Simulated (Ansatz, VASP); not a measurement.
**Ti12HN12: VASP beside Ansatz**

```
CELL_PARAMETERS angstrom
5.94736 0.00000 0.00000
0.00000 5.94736 0.00000
0.00000 0.00000 21.65336
ATOMIC_POSITIONS crystal
Ti 0.25000 0.25000 0.18473
Ti 0.25000 0.75000 0.18473
Ti 0.75000 0.25000 0.18473
Ti 0.75000 0.75000 0.18473
Ti 0.00000 0.00000 0.28018
Ti 0.00000 0.50000 0.28018
Ti 0.50000 0.00000 0.28018
Ti 0.50000 0.50000 0.28018
Ti 0.25000 0.25000 0.37159
Ti 0.25000 0.75000 0.37159
Ti 0.75000 0.25000 0.37159
Ti 0.75000 0.75000 0.37159
N 0.00000 0.00000 0.18473
N 0.00000 0.50000 0.18473
N 0.50000 0.00000 0.18473
N 0.50000 0.50000 0.18473
N 0.25000 0.25000 0.27868
N 0.25000 0.75000 0.27868
N 0.75000 0.25000 0.27868
N 0.75000 0.75000 0.27868
N 0.00000 0.00000 0.38116
N 0.00000 0.50000 0.38116
N 0.50000 0.00000 0.38116
N 0.50000 0.50000 0.38116
H 0.00000 0.25000 0.53818
```

Alike in both runs: task single point; functional PBE; dispersion D3(BJ); k mesh 5 × 5 × 1; occupations gaussian, width 0.1 eV; no spin polarisation.

```csv
,VASP,Ansatz
version,VASP 6.6.1,Ansatz 0.2.0
potentials or method,"VASP PAW PBE potentials, release 64 (Ti_sv, N, H), cutoff 520 eV","scalar-relativistic, plane waves, PAW"
valence electrons in the cell,205,205
```

```csv
,VASP,Ansatz,Ansatz less VASP
gap on the k mesh at the Fermi level (eV),none,none,-
rms of the force components (eV/Å),0.623,0.619,-0.0032
```

A gap of «none» marks a metal or a gap that the smearing closes. Ansatz's warnings: vacuum below fermi, vacuum density over bound.
